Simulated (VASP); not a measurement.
# ZrN (Fm-3m) in VASP: notebook

Runs on ZrN. Level: LDA. Tasks: electric field gradients.

Program: VASP 6.6.1. These are calculated values, not measurements. Logs are shortened: lines on timing, memory, paths and dates and some standing lists are left out, and cuts for length are marked.

## (1) The cell of the first run

It takes space group Fm-3m (No. 225, cubic). The conventional cell has a = 4.475 Å, b = 4.475 Å, c = 4.475 Å, α = 90.00°, β = 90.00°, γ = 90.00°. Within 3.0 Å of Zr (site symmetry m-3m) lie 6 N at 2.24 Å. Within 3.0 Å of N (site symmetry m-3m) lie 6 Zr at 2.24 Å.

## (2) Electric field gradients, LDA (volume scaled by 0.94)

Contents of INCAR:

```
SYSTEM = ZrN
PREC     = Accurate       ! precision mode
ENCUT    = 520            ! plane-wave cutoff, eV
EDIFF    = 1E-8           ! SCF threshold, eV
ISMEAR   = -1             ! smearing method
SIGMA    = 0.03           ! smearing width, eV
LREAL    = .False.        ! projectors in reciprocal space
LASPH    = .True.         ! aspherical terms in the spheres
NELM     = 120            ! most SCF steps
ALGO     = Normal         ! electronic algorithm
ISIF     = 2              ! what is computed and relaxed
LWAVE    = .False.        ! write WAVECAR
LCHARG   = .False.        ! write CHGCAR
LEFG     = .True.       
NBANDS   = 16             ! bands
GGA_COMPAT= .False.
```

Contents of KPOINTS:

```
Automatic mesh
0
Gamma
  9 9 9
  0 0 0
```

Contents of POSCAR:

```
ZrN
1.0
    0.0000000000      2.2375999771      2.2375999771
    2.2375999771      0.0000000000      2.2375999771
    2.2375999771      2.2375999771      0.0000000000
Zr N
1 1
Direct
    0.0000000000      0.0000000000      0.0000000000
    0.5000000000      0.5000000000      0.5000000000
```

Potentials or basis: VASP PAW LDA potentials, release 64 (Zr_sv, N).

Command:

```
> cat potpaw_LDA.64/Zr_sv/POTCAR potpaw_LDA.64/N/POTCAR > POTCAR
> mpirun -np 1 vasp_std > vasp.out
```

OUTCAR:

```text
SYSTEM = ZrN
   PREC = Accurate
   ENCUT = 520
   EDIFF = 1E-8
   ISMEAR = -1
   LREAL = .False.
   LASPH = .True.
   NELM = 120
   ISIF = 2

 ion  position               nearest neighbor table
   1  0.000  0.000  0.000-   2 2.24   2 2.24   2 2.24   2 2.24   2 2.24   2 2.24
   2  0.500  0.500  0.500-   1 2.24   1 2.24   1 2.24   1 2.24   1 2.24   1 2.24

  LATTYP: Found a face centered cubic cell.
 ALAT       =     4.4751999542

  Lattice vectors:

 A1 = (   0.0000000000,   2.2375999771,   2.2375999771)
 A2 = (   2.2375999771,   0.0000000000,   2.2375999771)
 A3 = (   2.2375999771,   2.2375999771,   0.0000000000)

Analysis of symmetry for initial positions (statically):
=====================================================================
 Subroutine PRICEL returns:
 Original cell was already a primitive cell.

 Routine SETGRP: Setting up the symmetry group for a
 face centered cubic supercell.

 Subroutine GETGRP returns: Found 48 space group operations
 (whereof 48 operations were pure point group operations)
 out of a pool of 48 trial point group operations.

The static configuration has the point symmetry O_h .

Analysis of symmetry for dynamics (positions and initial velocities):
=====================================================================
 Subroutine PRICEL returns:
 Original cell was already a primitive cell.

 Routine SETGRP: Setting up the symmetry group for a
 face centered cubic supercell.

 Subroutine GETGRP returns: Found 48 space group operations
 (whereof 48 operations were pure point group operations)
 out of a pool of 48 trial point group operations.

The dynamic configuration has the point symmetry O_h .

 Subroutine INISYM returns: Found 48 space group operations
 (whereof 48 operations are pure point group operations),
 and found     1 'primitive' translations

----------------------------------------------------------------------------------------

                                     Primitive cell

  volume of cell :      22.4067

  direct lattice vectors                    reciprocal lattice vectors
     0.000000000  2.237599977  2.237599977    -0.223453703  0.223453703  0.223453703
     2.237599977  0.000000000  2.237599977     0.223453703 -0.223453703  0.223453703
     2.237599977  2.237599977  0.000000000     0.223453703  0.223453703 -0.223453703

  length of vectors
     3.164444235  3.164444235  3.164444235     0.387033166  0.387033166  0.387033166

  position of ions in fractional coordinates (direct lattice)
     0.000000000  0.000000000  0.000000000
     0.500000000  0.500000000  0.500000000

  ion indices of the primitive-cell ions
   primitive index   ion index
                 1           1
                 2           2

----------------------------------------------------------------------------------------

 KPOINTS: Automatic mesh

Automatic generation of k-mesh.
 Grid dimensions read from file:
 generate k-points for:    9    9    9

 Generating k-lattice:

  Cartesian coordinates                     Fractional coordinates (reciprocal lattice)
    -0.024828189  0.024828189  0.024828189     0.111111111  0.000000000  0.000000000
     0.024828189 -0.024828189  0.024828189     0.000000000  0.111111111  0.000000000
     0.024828189  0.024828189 -0.024828189     0.000000000  0.000000000  0.111111111

  Length of vectors
     0.043003685  0.043003685  0.043003685

  Shift w.r.t. Gamma in fractional coordinates (k-lattice)
     0.000000000  0.000000000  0.000000000

 Subroutine IBZKPT returns following result:
 ===========================================

 Found     35 irreducible k-points:

 Following reciprocal coordinates:
            Coordinates               Weight
  0.000000  0.000000  0.000000      1.000000
  0.111111  0.000000  0.000000      8.000000
  0.222222  0.000000  0.000000      8.000000
  0.333333  0.000000  0.000000      8.000000
  0.444444  0.000000  0.000000      8.000000
  0.111111  0.111111  0.000000      6.000000
[... 16 lines left out ...]
 -0.333333  0.333333  0.000000     12.000000
  0.444444  0.444444  0.000000      6.000000
 [... further k-points ...]
   k-points           NKPTS =     35   k-points in BZ     NKDIM =     35   number of bands    NBANDS=     16
   number of dos      NEDOS =    301   number of ions     NIONS =      2
   total plane-waves  NPLWV =  13824
   dimension x,y,z NGX =    24 NGY =   24 NGZ =   24
   dimension x,y,z NGXF=    48 NGYF=   48 NGZF=   48
   ions per type =               1   1
   NGX,Y,Z   is equivalent  to a cutoff of  12.61, 12.61, 12.61 a.u.
   NGXF,Y,Z  is equivalent  to a cutoff of  25.22, 25.22, 25.22 a.u.
 SYSTEM =  ZrN
   PREC   = accura    normal or accurate (medium, high low for compatibility)
   ISTART =      0    job   : 0-new  1-cont  2-samecut
   ICHARG =      2    charge: 1-file 2-atom 10-const
   ISPIN  =      1    spin polarized calculation?
   LNONCOLLINEAR =      F non collinear calculations
   LSORBIT =      F    spin-orbit coupling
   LASPH  =      T    aspherical Exc in radial PAW
   ENCUT  =  520.0 eV  38.22 Ry    6.18 a.u.   5.88  5.88  5.88*2*pi/ulx,y,z
   NELM   =    120;   NELMIN=  2; NELMDL= -5     # of ELM steps
   EDIFF  = 0.1E-07   stopping-criterion for ELM
   LREAL  =      F    real-space projection
   EDIFFG = 0.1E-06   stopping-criterion for IOM
   NSW    =      0    number of steps for IOM
   IBRION =     -1    ionic relax: 0-MD 1-quasi-New 2-CG
   NFREE  =      0    steps in history (QN), initial steepest desc. (CG)
   ISIF   =      2    stress and relaxation
   ISYM   =      2    0-nonsym 1-usesym 2-fastsym
   POTIM  = 0.5000    time-step for ionic-motion
   TEBEG  =    0.0;   TEEND  =   0.0 temperature during run
   PSTRESS=    0.0 pullay stress
   NELECT =      17.0000    total number of electrons
   NUPDOWN=      -1.0000    fix difference up-down
   EMIN   =  10.00;   EMAX   =-10.00  energy-range for DOS
   EFERMI =   0.00;   METHOD = LEGACY
   ISMEAR =    -1;   SIGMA  =   0.03  broadening in eV -4-tet -1-fermi 0-gaus
   EFERMI_NEDOS =   21; number of points for ismear=-14 and -15
   IALGO  =     38    algorithm
   IMIX   =      4    mixing-type and parameters
     AMIX     =   0.40;   BMIX     =  1.00
     AMIX_MAG =   1.60;   BMIX_MAG =  1.00
  volume/ion in A,a.u.               =      11.20        75.60
  Fermi-wavevector in a.u.,A,eV,Ry     =   1.493134  2.821614 30.333484  2.229448
  Thomas-Fermi vector in A             =   2.605573
   LORBIT       =      0    0 simple, 1 ext, 2 COOP (PROOUT), +10 PAW based schemes
   GGA     = CA    functional components
   LHFCALC =     F    Hartree Fock is set to
   AEXX    =    0.0000 exact exchange contribution
   IVDW    =     0    specifies the selected vdW correction
   LEPSILON=     F    determine dielectric tensor
   LRPA    =     F    only Hartree local field effects (RPA)
 non-spin polarized calculation
  energy-cutoff  :      520.00
  volume of cell :       22.41
 maximum number of plane-waves:       620
   NGX = 11   NGY = 11   NGZ = 11

 number of electron      17.0000000 magnetization

 Free energy of the ion-electron system (eV)
  ---------------------------------------------------
  ext. energy  EPLUGINS =         0.00000000
  ---------------------------------------------------
  free energy    TOTEN  =       -22.39663214 eV

  energy without entropy =      -22.39265278  energy(sigma->0) =      -22.39464246

 E-fermi :  12.6519     XC(G=0): -13.1587

 val. band max:       12.6219630681   @ k =   0.1111   0.0000   0.0000
 cond. band min:      12.6657158592   @ k =   0.4444   0.2222   0.1111
 fundamental gap:      0.0437527911
 Fermi energy:        12.6518623474

 k-point     1 :       0.0000    0.0000    0.0000
  band No.  band energies     occupation
      1     -36.3859      2.00000
      2     -14.0633      2.00000
      3     -14.0633      2.00000
      4     -14.0633      2.00000
      5      -3.6282      2.00000
      6       9.9736      2.00000
[... 8 lines left out ...]
     15      21.9723      0.00000
     16      36.6999      0.00000
[... 419 lines left out ...]
 k-point    24 :       0.4444    0.4444    0.0000
  band No.  band energies     occupation
      1     -36.1282      2.00000
      2     -15.2473      2.00000
      3     -14.5157      2.00000
      4     -14.5157      2.00000
      5      -3.1053      2.00000
      6       8.0307      2.00000
[... 8 lines left out ...]
     15      24.1152      0.00000
     16      29.2006      0.00000

 [... further k-points ...]

------------------------ aborting loop because EDIFF is reached ----------------------------------------

  FORCE on cell =-STRESS in cart. coord.  units (eV):
  Direction    XX          YY          ZZ          XY          YZ          ZX
  --------------------------------------------------------------------------------------
  -------------------------------------------------------------------------------------
  Total        1.5231885      1.5231885      1.5231885      0.0000000      0.0000000      0.0000000
  in kB      108.9147978    108.9147978    108.9147978      0.0000000      0.0000000      0.0000000
  external PRESSURE =     108.9147978 kB  Pullay stress =       0.0000000 kB

 VOLUME and BASIS-vectors are now :
 -----------------------------------------------------------------------------
  energy-cutoff  :      520.00
  volume of cell :       22.41
      direct lattice vectors                 reciprocal lattice vectors
     0.000000000  2.237599977  2.237599977    -0.223453703  0.223453703  0.223453703
     2.237599977  0.000000000  2.237599977     0.223453703 -0.223453703  0.223453703
     2.237599977  2.237599977  0.000000000     0.223453703  0.223453703 -0.223453703

 POSITION                                       TOTAL-FORCE (eV/Angst)
 -----------------------------------------------------------------------------------
      0.00000      0.00000      0.00000         0.000000      0.000000      0.000000
      2.23760      2.23760      2.23760        -0.000000      0.000000     -0.000000
 -----------------------------------------------------------------------------------
    total drift:                                0.000000     -0.000000     -0.000000

  FREE ENERGIE OF THE ION-ELECTRON SYSTEM (eV)
  ---------------------------------------------------
  free  energy   TOTEN  =       -22.3966321386 eV

  energy  without entropy=      -22.3926527842  energy(sigma->0) =      -22.39464246

 Electric field gradients (V/A^2)
---------------------------------------------------------------------
 ion       V_xx      V_yy      V_zz      V_xy      V_xz      V_yz
---------------------------------------------------------------------
   1       0.000     0.000    -0.000    -0.000    -0.000    -0.000
   2       0.000    -0.000    -0.000    -0.001    -0.001    -0.001
---------------------------------------------------------------------

 Electric field gradients after diagonalization (V/A^2)
 (convention: |V_zz| > |V_xx| > |V_yy|)
----------------------------------------------------------------------
 ion       V_xx      V_yy      V_zz     asymmetry (V_yy - V_xx)/ V_zz
----------------------------------------------------------------------
   1       0.000     0.000    -0.000       0.000
   2       0.001     0.001    -0.001       0.000
----------------------------------------------------------------------

           NMR quadrupolar parameters

 Cq : quadrupolar parameter    Cq=e*Q*V_zz/h
 eta: asymmetry parameters     (V_yy - V_xx)/ V_zz
 Q  : nuclear electric quadrupole moment in mb (millibarn)
----------------------------------------------------------------------
 ion       Cq(MHz)       eta       Q (mb)
----------------------------------------------------------------------
   1      -0.000       0.000       1.000
   2      -0.000       0.000       1.000
----------------------------------------------------------------------
```

Wall time 18 s (1 thread of Intel Xeon 8259CL, shared host); peak memory 0.13 GiB.

Results:

| Item | Value |
| --- | --- |
| Free energy | -22.3966 eV |
| Pressure | 10.9 GPa |

Caveat: without QUAD_EFG the Cq values of the log hold for a quadrupole moment of 1 mb, not for the nuclei.

## (3) Electric field gradients, LDA (volume scaled by 0.94)

Contents of INCAR:

```
SYSTEM = ZrN
ALGO = Normal
EDIFF = 1E-8
ENCUT = 520
GGA = CA
GGA_COMPAT = .False.
ISIF = 2
ISMEAR = -1
LASPH = .True.
LCHARG = .False.
LEFG = .True.
LREAL = .False.
LWAVE = .False.
NBANDS = 16
NELM = 120
PREC = Accurate
SIGMA = 0.03
```

Contents of KPOINTS:

```
k-points
0
Gamma
  9 9 9
  0 0 0
```

POSCAR is that of step 2.

Potentials or basis: VASP PAW LDA potentials, release 64 (Zr_sv, N).

Command:

```
> cat potpaw_LDA.64/Zr_sv/POTCAR potpaw_LDA.64/N/POTCAR > POTCAR
> mpirun -np 1 vasp_std > vasp.out
```

OUTCAR:

```text
SYSTEM = ZrN
   EDIFF = 1E-8
   ENCUT = 520
   GGA = CA
   ISIF = 2
   ISMEAR = -1
   LASPH = .True.
   LREAL = .False.
   NELM = 120
   PREC = Accurate

 ion  position               nearest neighbor table
   1  0.000  0.000  0.000-   2 2.24   2 2.24   2 2.24   2 2.24   2 2.24   2 2.24
   2  0.500  0.500  0.500-   1 2.24   1 2.24   1 2.24   1 2.24   1 2.24   1 2.24

  LATTYP: Found a face centered cubic cell.
 ALAT       =     4.4751999542

  Lattice vectors:

 A1 = (   0.0000000000,   2.2375999771,   2.2375999771)
 A2 = (   2.2375999771,   0.0000000000,   2.2375999771)
 A3 = (   2.2375999771,   2.2375999771,   0.0000000000)

Analysis of symmetry for initial positions (statically):
=====================================================================
 Subroutine PRICEL returns:
 Original cell was already a primitive cell.

 Routine SETGRP: Setting up the symmetry group for a
 face centered cubic supercell.

 Subroutine GETGRP returns: Found 48 space group operations
 (whereof 48 operations were pure point group operations)
 out of a pool of 48 trial point group operations.

The static configuration has the point symmetry O_h .

Analysis of symmetry for dynamics (positions and initial velocities):
=====================================================================
 Subroutine PRICEL returns:
 Original cell was already a primitive cell.

 Routine SETGRP: Setting up the symmetry group for a
 face centered cubic supercell.

 Subroutine GETGRP returns: Found 48 space group operations
 (whereof 48 operations were pure point group operations)
 out of a pool of 48 trial point group operations.

[... 159 lines left out ...]
      4     -14.0633      2.00000
      5      -3.6282      2.00000
      6       9.9736      2.00000
[... 433 lines left out ...]
      3     -14.5157      2.00000
      4     -14.5157      2.00000
      5      -3.1053      2.00000
      6       8.0307      2.00000
[... 8 lines left out ...]
     15      24.1152      0.00000
     16      29.2006      0.00000

 [... further k-points ...]

------------------------ aborting loop because EDIFF is reached ----------------------------------------

  FORCE on cell =-STRESS in cart. coord.  units (eV):
  Direction    XX          YY          ZZ          XY          YZ          ZX
  --------------------------------------------------------------------------------------
  -------------------------------------------------------------------------------------
  Total        1.5231885      1.5231885      1.5231885      0.0000000      0.0000000      0.0000000
  in kB      108.9147978    108.9147978    108.9147978      0.0000000      0.0000000      0.0000000
  external PRESSURE =     108.9147978 kB  Pullay stress =       0.0000000 kB

 VOLUME and BASIS-vectors are now :
 -----------------------------------------------------------------------------
  energy-cutoff  :      520.00
  volume of cell :       22.41
      direct lattice vectors                 reciprocal lattice vectors
     0.000000000  2.237599977  2.237599977    -0.223453703  0.223453703  0.223453703
     2.237599977  0.000000000  2.237599977     0.223453703 -0.223453703  0.223453703
     2.237599977  2.237599977  0.000000000     0.223453703  0.223453703 -0.223453703

 POSITION                                       TOTAL-FORCE (eV/Angst)
 -----------------------------------------------------------------------------------
      0.00000      0.00000      0.00000         0.000000      0.000000      0.000000
      2.23760      2.23760      2.23760        -0.000000      0.000000     -0.000000
 -----------------------------------------------------------------------------------
    total drift:                                0.000000     -0.000000     -0.000000

  FREE ENERGIE OF THE ION-ELECTRON SYSTEM (eV)
  ---------------------------------------------------
  free  energy   TOTEN  =       -22.3966321386 eV

  energy  without entropy=      -22.3926527842  energy(sigma->0) =      -22.39464246

 Electric field gradients (V/A^2)
---------------------------------------------------------------------
 ion       V_xx      V_yy      V_zz      V_xy      V_xz      V_yz
---------------------------------------------------------------------
   1       0.000     0.000    -0.000    -0.000    -0.000    -0.000
   2       0.000    -0.000    -0.000    -0.001    -0.001    -0.001
---------------------------------------------------------------------

 Electric field gradients after diagonalization (V/A^2)
 (convention: |V_zz| > |V_xx| > |V_yy|)
----------------------------------------------------------------------
 ion       V_xx      V_yy      V_zz     asymmetry (V_yy - V_xx)/ V_zz
----------------------------------------------------------------------
   1       0.000     0.000    -0.000       0.000
   2       0.001     0.001    -0.001       0.000
----------------------------------------------------------------------

           NMR quadrupolar parameters

 Cq : quadrupolar parameter    Cq=e*Q*V_zz/h
 eta: asymmetry parameters     (V_yy - V_xx)/ V_zz
 Q  : nuclear electric quadrupole moment in mb (millibarn)
----------------------------------------------------------------------
 ion       Cq(MHz)       eta       Q (mb)
----------------------------------------------------------------------
   1      -0.000       0.000       1.000
   2      -0.000       0.000       1.000
----------------------------------------------------------------------
```

OSZICAR:

```text
N       E                     dE             d eps       ncg     rms          rms(c)
DAV:   1     0.115369821855E+03    0.11537E+03   -0.91367E+03  1120   0.106E+03
DAV:   2    -0.214337012178E+02   -0.13680E+03   -0.12831E+03  1408   0.303E+02
DAV:   3    -0.257628392821E+02   -0.43291E+01   -0.42994E+01  1568   0.495E+01
DAV:   4    -0.258299535777E+02   -0.67114E-01   -0.67108E-01  1384   0.568E+00
DAV:   5    -0.258322838022E+02   -0.23302E-02   -0.23302E-02  1560   0.704E-01    0.256E+01
DAV:   6    -0.225745774978E+02    0.32577E+01   -0.71275E+00  1176   0.257E+01    0.988E+00
DAV:   7    -0.224323448282E+02    0.14223E+00   -0.45842E-01  1384   0.592E+00    0.828E+00
DAV:   8    -0.224131047222E+02    0.19240E-01   -0.22502E-01  1528   0.402E+00    0.454E+00
DAV:   9    -0.223971219561E+02    0.15983E-01   -0.50227E-02  1344   0.200E+00    0.135E+00
DAV:  10    -0.223966597407E+02    0.46222E-03   -0.14485E-03  1368   0.366E-01    0.204E-01
DAV:  11    -0.223966373141E+02    0.22427E-04   -0.19333E-04  1416   0.113E-01    0.636E-02
DAV:  12    -0.223966322139E+02    0.51002E-05   -0.11788E-05  1352   0.288E-02    0.322E-03
DAV:  13    -0.223966321600E+02    0.53889E-07   -0.11159E-07  1384   0.355E-03    0.142E-03
DAV:  14    -0.223966321404E+02    0.19643E-07   -0.11077E-08  1168   0.114E-03    0.329E-04
DAV:  15    -0.223966321386E+02    0.17296E-08   -0.27638E-09   744   0.506E-04
   1 F= -.22396632E+02 E0= -.22394642E+02  d E =-.397935E-02
```

stdout:

```text
POSCAR found type information on POSCAR ZrN
 POSCAR found :  2 types and       2 ions
 scaLAPACK will be used
 LDA part: xc-table for (Slater(with rela. corr.)+CA(PZ))
 , standard interpolation
 POSCAR, INCAR and KPOINTS ok, starting setup
 FFT: planning ... GRIDC
 FFT: planning ... GRID_SOFT
 FFT: planning ... GRID
 WAVECAR not read
 entering main loop
ion   1

ion   2
```

Run time: 19 s. Hardware: 1 thread of Intel Xeon 8259CL, shared host; peak memory 0.13 GiB.

Results:

- Free energy: -22.3966 eV
- Pressure: 10.9 GPa

Caveat: without QUAD_EFG the Cq values of the log hold for a quadrupole moment of 1 mb, not for the nuclei.

[end of part 1 of 3]
